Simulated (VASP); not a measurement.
Write the native input for VASP 6.6.1 that does the following.

```
Task                   : electric field gradients
Functional             : PBE
Potentials or basis    : VASP PAW PBE potentials, release 64 (Ti_sv)
Cutoff                 : 400 eV
k mesh                 : 13 × 13 × 7
Occupations            : fermi-dirac, width 0.08 eV
Spin                   : no spin polarisation
Dipole correction      : no
Further INCAR settings : ALGO = Normal; EDIFF = 1e-08; NBANDS = 19
```

The structure of Ti lies in POSCAR:

```
Ti
1.0
    2.9499978604      0.0000000000      0.0000000000
   -1.4749989302      2.5547730882      0.0000000000
    0.0000000000      0.0000000000      4.7328600000
Ti
2
Direct
    0.3333333333      0.6666666667      0.2500000000
    0.6666666667      0.3333333333      0.7500000000
```

This cell differs from its parent crystal: zz strain of +1 %.

These files were run (other wordings do the same):

INCAR

```
SYSTEM = Ti
ALGO = Normal
EDIFF = 1E-8
ENCUT = 400
GGA = PE
GGA_COMPAT = .FALSE.
ISIF = 2
ISMEAR = -1
LASPH = .TRUE.
LCHARG = .FALSE.
LEFG = .TRUE.
LREAL = .FALSE.
LWAVE = .FALSE.
NBANDS = 19
NELM = 120
PREC = Accurate
SIGMA = 0.08
```

KPOINTS

```
k-points
0
G
  13 13 7
  0 0 0
```

Potentials or basis: VASP PAW PBE potentials, release 64 (Ti_sv).

The run is started by

```bash
$ cat potpaw_PBE.64/Ti_sv/POTCAR > POTCAR
$ mpirun -np 1 vasp_std > vasp.out
```

It gave:

* Pressure: -3.6 GPa
* Band gap on the k mesh: zero (bands 12 and 13 overlap by 1.08 eV)
* Largest electric field gradient by atom: Ti +14.3 V/Å²

Caveat: the cell differs from its parent crystal (zz strain of +1 %); the cell stands under tension; without QUAD_EFG the Cq values of the log hold for a quadrupole moment of 1 mb, not for the nuclei.

Wall time 48 s on 1 thread of Intel(R) Xeon(R) Platinum 8259CL CPU @ 2.50GHz (Skylake/Cascade Lake), with other jobs on the host, peak memory 0.15 GiB.
